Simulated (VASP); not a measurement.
Wanted: the native input for a VASP 6.6.1 run.

* Task: single point
* Functional: PBE
* Potentials or basis: VASP PAW PBE potentials, release 64 (Ni_sv_GW)
* Cutoff: 590 eV
* k mesh: 13 × 13 × 13
* Occupations: fermi-dirac, width 0.1 eV
* Spin: collinear spin, ferromagnetic start
* Starting moments: [2.0] μB
* Hubbard terms: Ni d U = 3.8 eV
* Dipole correction: no
* Second run: valence_matched
* Further INCAR settings: ALGO = Normal; EDIFF = 1e-06; NBANDS = 19

The structure of Ni lies in POSCAR:

```
Ni
1.0
    0.0000000000      1.7691000000      1.7691000000
    1.7691000000      0.0000000000      1.7691000000
    1.7691000000      1.7691000000      0.0000000000
Ni
1
Direct
    0.0000000000      0.0000000000      0.0000000000
```

These files were run (other wordings do the same):

INCAR

```
PREC = Accurate ; ENCUT = 590
EDIFF = 1E-6 ; ISMEAR = -1
SIGMA = 0.1 ; LREAL = F
LASPH = T ; NELM = 200
ALGO = Normal ; ISIF = 2
LWAVE = F ; LCHARG = T
ISPIN = 2 ; MAGMOM = 2
LORBIT = 11 ; LMAXMIX = 4
LDAU = T ; LDAUTYPE = 2
LDAUL = 2 ; LDAUU = 3.8
LDAUJ = 0 ; LDAUPRINT = 1
GGA = PE ; LELF = T
LVHAR = T ; NBANDS = 19
GGA_COMPAT = F
```

KPOINTS

```
regular mesh
0
Gamma
  13 13 13
```

Potentials or basis: VASP PAW PBE potentials, release 64 (Ni_sv_GW).

The run is started by

```console
$ cat potpaw_PBE.64/Ni_sv_GW/POTCAR > POTCAR
$ mpirun -np 1 vasp_std > vasp.out
```

It gave:

- Pressure: -3.7 GPa
- Net moment: 0.86 μB per cell
- Site moments: Ni +0.94 μB
- Valence electrons inside the program's atomic spheres: Ni 16.38

Caveat: the U is typed as a test and isn't derived for this compound.

Run time: 50 s on 1 thread of Intel(R) Xeon(R) Platinum 8488C (Sapphire Rapids), with other jobs on the host, peak memory 0.16 GiB.
